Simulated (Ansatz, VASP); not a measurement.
Be4TeSe3 in VASP and in Ansatz

```
CELL_PARAMETERS angstrom
5.10220 0.00000 0.00000
0.00000 5.10220 0.00000
0.00000 0.00000 5.10220
ATOMIC_POSITIONS crystal
Be 0.00000 0.50000 0.50000
Be 0.50000 0.00000 0.50000
Be 0.50000 0.50000 0.00000
Be 0.00000 0.00000 0.00000
Te 0.50000 0.50000 0.50000
Se 0.50000 0.00000 0.00000
Se 0.00000 0.50000 0.00000
Se 0.00000 0.00000 0.50000
```

Alike in both runs: functional PBE; k mesh 2 × 2 × 2; occupations gaussian, width 0.15 eV; no spin polarisation.

Ansatz relaxed the structure, and its values are those at the end. VASP's run is a single point on that final structure, the one shown.

|  | VASP | Ansatz |
| --- | --- | --- |
| version | VASP 6.6.1 | Ansatz 0.2.0 |
| potentials or method | VASP PAW PBE potentials, release 64 (Be, Te, Se), cutoff 600 eV | scalar-relativistic, plane waves, PAW |
| valence electrons in the cell | 32 | 72 |

|  | VASP | Ansatz | Ansatz less VASP |
| --- | --- | --- | --- |
| gap on the k mesh at the Fermi level (eV) | none | none | - |
| pressure (GPa) | 0.0 | -0.1 | -0.12 |

A gap of «none» marks a metal or a gap that the smearing closes. VASP's potentials hold 32 valence electrons a cell and Ansatz's 72, so a difference there can come from the potentials and not from the codes.

The k mesh is coarse, so the values compare programs but aren't converged. Spin-orbit coupling is off throughout.
